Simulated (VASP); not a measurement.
# K (Pm-3m) in VASP: single point with HSE06

Aim: the single point of K with HSE06.

Program: VASP 6.6.1. These are calculated values, not measurements. Logs are shortened: lines on timing, memory, paths and dates and some standing lists are left out, and cuts for length are marked.

### Step 1. The cell of the first run

It takes space group Pm-3m (No. 221, cubic). Conventional cell: a = 4.296 Å, b = 4.296 Å, c = 4.296 Å, α = 90.00°, β = 90.00°, γ = 90.00°. K (site symmetry m-3m) has 6 K at 4.30 Å within 5.6 Å.

### Step 2. Single point, HSE06

File POSCAR:

```
K
1.0
    4.2959002844      0.0000000000      0.0000000000
    0.0000000000      4.2959002844      0.0000000000
    0.0000000000      0.0000000000      4.2959002844
K
1
Direct
    0.0000000000      0.0000000000      0.0000000000
```

File INCAR.step1:

```
SYSTEM = K
  PREC = Accurate
  ENCUT = 520
  EDIFF = 1E-5
  ISMEAR = -1
  SIGMA = 0.1
  LREAL = .FALSE.
  LASPH = .TRUE.
  NELM = 60
  ALGO = Normal
  ISIF = 2
  LWAVE = .TRUE.
  LCHARG = .FALSE.
  NBANDS = 10
  GGA = PE
```

File INCAR.step2:

```
SYSTEM = K
  PREC = Accurate
  ENCUT = 520
  EDIFF = 1E-6
  ISMEAR = -1
  SIGMA = 0.1
  LREAL = .FALSE.
  LASPH = .TRUE.
  NELM = 60
  ALGO = Normal
  ISIF = 2
  LWAVE = .FALSE.
  LCHARG = .FALSE.
  GGA = PE
  LHFCALC = .TRUE.
  HFSCREEN = 0.2079
  PRECFOCK = Normal
  NBANDS = 10
  ISTART = 1
```

File KPOINTS:

```
regular mesh
0
G
  4 4 4
  0 0 0
```

Potentials or basis: VASP PAW PBE potentials, release 64 (K_sv).

The run is started by

```sh
> cat potpaw_PBE.64/K_sv/POTCAR > POTCAR
> cp INCAR.step1 INCAR
> mpirun -np 1 vasp_std > vasp.out
> cp INCAR.step2 INCAR
> mpirun -np 1 vasp_std > vasp.out
```

OUTCAR:

```text
SYSTEM = K
   PREC = Accurate
   ENCUT = 520
   EDIFF = 1E-6
   ISMEAR = -1
   LREAL = .FALSE.
   LASPH = .TRUE.
   NELM = 60
   ISIF = 2
   GGA = PE
   LHFCALC = .TRUE.
   HFSCREEN = 0.2079
   PRECFOCK = Normal
   ISTART = 1

 ion  position               nearest neighbor table
   1  0.000  0.000  0.000-

  LATTYP: Found a simple cubic cell.
 ALAT       =     4.2959002844

  Lattice vectors:

 A1 = (   4.2959002844,   0.0000000000,   0.0000000000)
 A2 = (   0.0000000000,   4.2959002844,   0.0000000000)
 A3 = (   0.0000000000,   0.0000000000,   4.2959002844)

Analysis of symmetry for initial positions (statically):
=====================================================================
 Subroutine PRICEL returns:
 Original cell was already a primitive cell.

 Routine SETGRP: Setting up the symmetry group for a
 simple cubic supercell.

 Subroutine GETGRP returns: Found 48 space group operations
 (whereof 48 operations were pure point group operations)
 out of a pool of 48 trial point group operations.

The static configuration has the point symmetry O_h .

Analysis of symmetry for dynamics (positions and initial velocities):
=====================================================================
 Subroutine PRICEL returns:
 Original cell was already a primitive cell.

 Routine SETGRP: Setting up the symmetry group for a
 simple cubic supercell.

 Subroutine GETGRP returns: Found 48 space group operations
 (whereof 48 operations were pure point group operations)
 out of a pool of 48 trial point group operations.

The dynamic configuration has the point symmetry O_h .

 Subroutine INISYM returns: Found 48 space group operations
 (whereof 48 operations are pure point group operations),
 and found     1 'primitive' translations

----------------------------------------------------------------------------------------

                                     Primitive cell

  volume of cell :      79.2798

  direct lattice vectors                    reciprocal lattice vectors
     4.295900284  0.000000000  0.000000000     0.232780077  0.000000000  0.000000000
     0.000000000  4.295900284  0.000000000     0.000000000  0.232780077  0.000000000
     0.000000000  0.000000000  4.295900284     0.000000000  0.000000000  0.232780077

  length of vectors
     4.295900284  4.295900284  4.295900284     0.232780077  0.232780077  0.232780077

  position of ions in fractional coordinates (direct lattice)
     0.000000000  0.000000000  0.000000000

  ion indices of the primitive-cell ions
   primitive index   ion index
                 1           1

----------------------------------------------------------------------------------------

 KPOINTS: regular mesh

Automatic generation of k-mesh.
 Grid dimensions read from file:
 generate k-points for:    4    4    4

 Generating k-lattice:

  Cartesian coordinates                     Fractional coordinates (reciprocal lattice)
     0.058195019  0.000000000  0.000000000     0.250000000  0.000000000  0.000000000
     0.000000000  0.058195019  0.000000000     0.000000000  0.250000000  0.000000000
     0.000000000  0.000000000  0.058195019     0.000000000  0.000000000  0.250000000

  Length of vectors
     0.058195019  0.058195019  0.058195019

  Shift w.r.t. Gamma in fractional coordinates (k-lattice)
     0.000000000  0.000000000  0.000000000

 Subroutine IBZKPT returns following result:
 ===========================================

 Found     10 irreducible k-points:

 Following reciprocal coordinates:
            Coordinates               Weight
  0.000000  0.000000  0.000000      1.000000
  0.250000  0.000000  0.000000      6.000000
  0.500000  0.000000  0.000000      3.000000
  0.250000  0.250000  0.000000     12.000000
  0.500000  0.250000  0.000000     12.000000
  0.500000  0.500000  0.000000      3.000000
  0.250000  0.250000  0.250000      8.000000
  0.500000  0.250000  0.250000     12.000000
  0.500000  0.500000  0.250000      6.000000
  0.500000  0.500000  0.500000      1.000000
   k-points           NKPTS =     10   k-points in BZ     NKDIM =     64   number of bands    NBANDS=     10
   number of dos      NEDOS =    301   number of ions     NIONS =      1
   total plane-waves  NPLWV =  32768
   dimension x,y,z NGX =    32 NGY =   32 NGZ =   32
   dimension x,y,z NGXF=    64 NGYF=   64 NGZF=   64
   ions per type =               1
   NGX,Y,Z   is equivalent  to a cutoff of  12.38, 12.38, 12.38 a.u.
   NGXF,Y,Z  is equivalent  to a cutoff of  24.77, 24.77, 24.77 a.u.
 SYSTEM =  K
   PREC   = accura    normal or accurate (medium, high low for compatibility)
   ISTART =      1    job   : 0-new  1-cont  2-samecut
   ICHARG =      0    charge: 1-file 2-atom 10-const
   ISPIN  =      1    spin polarized calculation?
   LNONCOLLINEAR =      F non collinear calculations
   LSORBIT =      F    spin-orbit coupling
   LASPH  =      T    aspherical Exc in radial PAW
   ENCUT  =  520.0 eV  38.22 Ry    6.18 a.u.   7.99  7.99  7.99*2*pi/ulx,y,z
   NELM   =     60;   NELMIN=  2; NELMDL=  0     # of ELM steps
   EDIFF  = 0.1E-05   stopping-criterion for ELM
   LREAL  =      F    real-space projection
   EDIFFG = 0.1E-04   stopping-criterion for IOM
   NSW    =      0    number of steps for IOM
   IBRION =     -1    ionic relax: 0-MD 1-quasi-New 2-CG
   NFREE  =      0    steps in history (QN), initial steepest desc. (CG)
   ISIF   =      2    stress and relaxation
   ISYM   =      3    0-nonsym 1-usesym 2-fastsym
   POTIM  = 0.5000    time-step for ionic-motion
   TEBEG  =    0.0;   TEEND  =   0.0 temperature during run
   PSTRESS=    0.0 pullay stress
   NELECT =       9.0000    total number of electrons
   NUPDOWN=      -1.0000    fix difference up-down
   EMIN   =  10.00;   EMAX   =-10.00  energy-range for DOS
   EFERMI =   0.00;   METHOD = LEGACY
   ISMEAR =    -1;   SIGMA  =   0.10  broadening in eV -4-tet -1-fermi 0-gaus
   EFERMI_NEDOS =   21; number of points for ismear=-14 and -15
   IALGO  =     38    algorithm
   IMIX   =      1    mixing-type and parameters
     AMIX     =   0.40;   BMIX     =  1.00
     AMIX_MAG =   1.60;   BMIX_MAG =  1.00
  volume/ion in A,a.u.               =      79.28       535.01
  Fermi-wavevector in a.u.,A,eV,Ry     =   0.792687  1.497960  8.549247  0.628352
  Thomas-Fermi vector in A             =   1.898474
   LORBIT       =      0    0 simple, 1 ext, 2 COOP (PROOUT), +10 PAW based schemes
   GGA     = PE    functional components
   LHFCALC =     T    Hartree Fock is set to
   PRECFOCK=normal    Normal, Fast or Accurate (Low or Medium for compatibility)
   ENCUT4O =  -1.0   cutoff for four orbital integrals eV
   NKREDX  =     1    reduce k-point grid by
   NKREDY  =     1    reduce k-point grid by
   NKREDZ  =     1    reduce k-point grid by
   AEXX    =    0.2500 exact exchange contribution
   HFSCREEN=    0.2079 screening length (either q_TF or 0.3 A-1)
   HFSCREENC=   0.2079 screening length for correlation (either q_TF or 0.3 A-1)
   ENCUTFOCK=  -1.0 apply spherical cutoff to Coloumb kernel
   IVDW    =     0    specifies the selected vdW correction
   LEPSILON=     F    determine dielectric tensor
   LRPA    =     F    only Hartree local field effects (RPA)
 non-spin polarized calculation
  energy-cutoff  :      520.00
  volume of cell :       79.28
 maximum number of plane-waves:      2176
 NGX is ok and might be reduce to    32
  NGX = 24; NGY = 24; NGZ = 24

 number of electron       9.0000002 magnetization

 Free energy of the ion-electron system (eV)
  ---------------------------------------------------
  ext. energy  EPLUGINS =         0.00000000
  ---------------------------------------------------
  free energy    TOTEN  =        -1.02724132 eV

  energy without entropy =       -1.01037834  energy(sigma->0) =       -1.01880983

 E-fermi :  -0.0082     XC(G=0):  -4.7167

 val. band max:       -0.0610466180   @ k =   0.5000   0.0000   0.0000
 cond. band min:       0.3380019682   @ k =   0.5000   0.2500   0.0000
 fundamental gap:      0.3990485862
 Fermi energy:        -0.0082032721

 k-point     1 :       0.0000    0.0000    0.0000
  band No.  band energies     occupation
      1     -35.6057      2.00000
      2     -17.6804      2.00000
      3     -17.6804      2.00000
      4     -17.6804      2.00000
      5      -2.6356      2.00000
      6       3.1700      0.00000
      7       3.1700      0.00000
      8       6.4983      0.00000
      9       6.4996      0.00000
     10       6.5006      0.00000

 k-point     2 :       0.2500    0.0000    0.0000
  band No.  band energies     occupation
      1     -35.6036      2.00000
      2     -17.7247      2.00000
      3     -17.6767      2.00000
      4     -17.6767      2.00000
      5      -1.9541      2.00000
      6       2.1593      0.00000
      7       3.4697      0.00000
      8       5.5218      0.00000
      9       5.5218      0.00000
     10       6.0582      0.00000

 k-point     3 :       0.5000    0.0000    0.0000
  band No.  band energies     occupation
      1     -35.6014      2.00000
      2     -17.7684      2.00000
      3     -17.6730      2.00000
      4     -17.6730      2.00000
      5      -0.2101      1.76555
      6      -0.0610      1.25824
      7       3.8678      0.00000
      8       5.0784      0.00000
      9       5.0784      0.00000
     10       7.0283      0.00000

 k-point     4 :       0.2500    0.2500    0.0000
  band No.  band energies     occupation
      1     -35.6014      2.00000
      2     -17.7213      2.00000
      3     -17.7183      2.00000
      4     -17.6731      2.00000
      5      -1.3084      2.00000
      6       2.5544      0.00000
      7       2.6204      0.00000
      8       4.5208      0.00000
      9       5.5601      0.00000
     10       6.1475      0.00000
[... 40 lines left out ...]
 k-point     8 :       0.5000    0.2500    0.2500
  band No.  band energies     occupation
      1     -35.5972      2.00000
      2     -17.7566      2.00000
      3     -17.7116      2.00000
      4     -17.7094      2.00000
      5       0.7426      0.00110
      6       1.0849      0.00004
      7       3.3499      0.00000
      8       4.0384      0.00000
      9       4.6556      0.00000
     10       4.7505      0.00000

 k-point     9 :       0.5000    0.5000    0.2500
  band No.  band energies     occupation
      1     -35.5952      2.00000
      2     -17.7510      2.00000
      3     -17.7510      2.00000
      4     -17.7061      2.00000
      5       1.6017      0.00000
      6       2.2674      0.00000
      7       2.2674      0.00000
      8       3.0211      0.00000
      9       4.9613      0.00000
     10       4.9613      0.00000

 k-point    10 :       0.5000    0.5000    0.5000
  band No.  band energies     occupation
      1     -35.5931      2.00000
      2     -17.7457      2.00000
      3     -17.7457      2.00000
      4     -17.7457      2.00000
      5       2.4401      0.00000
      6       2.4401      0.00000
      7       2.4401      0.00000
      8       4.2719      0.00000
      9       4.4155      0.00000
     10       4.4155      0.00000

------------------------ aborting loop because EDIFF is reached ----------------------------------------

  FORCE on cell =-STRESS in cart. coord.  units (eV):
  Direction    XX          YY          ZZ          XY          YZ          ZX
  --------------------------------------------------------------------------------------
  -------------------------------------------------------------------------------------
  Total        0.0169993      0.0169993      0.0169993      0.0000000      0.0000000     -0.0000000
  in kB        0.3435418      0.3435418      0.3435418      0.0000000      0.0000000     -0.0000000
  external PRESSURE =       0.3435418 kB  Pullay stress =       0.0000000 kB

 VOLUME and BASIS-vectors are now :
 -----------------------------------------------------------------------------
  energy-cutoff  :      520.00
  volume of cell :       79.28
      direct lattice vectors                 reciprocal lattice vectors
     4.295900284  0.000000000  0.000000000     0.232780077  0.000000000  0.000000000
     0.000000000  4.295900284  0.000000000     0.000000000  0.232780077  0.000000000
     0.000000000  0.000000000  4.295900284     0.000000000  0.000000000  0.232780077

 POSITION                                       TOTAL-FORCE (eV/Angst)
 -----------------------------------------------------------------------------------
      0.00000      0.00000      0.00000         0.000000      0.000000      0.000000
 -----------------------------------------------------------------------------------
    total drift:                                0.000016     -0.000010      0.000015

  FREE ENERGIE OF THE ION-ELECTRON SYSTEM (eV)
  ---------------------------------------------------
  free  energy   TOTEN  =        -1.0272413179 eV

  energy  without entropy=       -1.0103783444  energy(sigma->0) =       -1.01880983
```

Wall time 2 min (1 thread of AMD EPYC 7R13 (Zen 3), shared host); peak memory 0.25 GiB.

Results:

```yaml
Free_energy: -1.0272 eV
Pressure: 0.0 GPa
```

Levels at points of the mesh, in eV from the Fermi level:
| k point | band 1 | band 2 | band 3 | band 4 | band 5 | band 6 | band 7 | band 8 | band 9 |
| --- | --- | --- | --- | --- | --- | --- | --- | --- | --- |
| (0.00, 0.00, 0.00) | -35.60 | -17.67 | -17.67 | -17.67 | -2.63 | 3.18 | 3.18 | 6.51 | 6.51 |
| (0.50, 0.00, 0.00) | -35.59 | -17.76 | -17.66 | -17.66 | -0.20 | -0.05 | 3.88 | 5.09 | 5.09 |
| (0.50, 0.50, 0.00) | -35.59 | -17.75 | -17.75 | -17.66 | 1.15 | 2.14 | 2.14 | 2.21 | 5.61 |
| (0.50, 0.50, 0.50) | -35.58 | -17.74 | -17.74 | -17.74 | 2.45 | 2.45 | 2.45 | 4.28 | 4.42 |

Caveat: the k points lie up to 0.37 Å⁻¹ apart; the PAW data sets were made with another functional, which shifts forces and pressure a little.
